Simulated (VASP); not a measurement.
HOs12 (a cell with a defect), 13 atoms in the cell. The cell holds a defect, 13 atoms: a = 5.480 Å, b = 8.220 Å, c = 4.326 Å, α = 90.00°, β = 90.00°, γ = 120.00°. 

- Program: VASP 6.6.1
- Task: single point
- Functional: LDA
- Potentials or basis: VASP PAW LDA potentials, release 64 (Os, H)
- Cutoff: 520 eV
- k mesh: 3 × 2 × 3
- Occupations: fermi-dirac, width 0.1 eV
- Spin: no spin polarisation
- Dipole correction: no
- Further INCAR settings: ALGO = Normal; EDIFF = 1e-06; NBANDS = 60

Potentials or basis: VASP PAW LDA potentials, release 64 (Os, H).

Launch:

```console
$ cat potpaw_LDA.64/Os/POTCAR potpaw_LDA.64/H/POTCAR > POTCAR
$ mpirun -np 1 vasp_std > vasp.out
```

Hardware: 1 thread of Intel(R) Xeon(R) Platinum 8488C (Sapphire Rapids), with other jobs on the host.

Question: How long does it take, and how much memory?

Answer: Wall time 2.7 min on 1 thread of Intel(R) Xeon(R) Platinum 8488C (Sapphire Rapids), on a shared host, peak memory 0.27 GiB. Counts: scf iterations 18, k points 10.
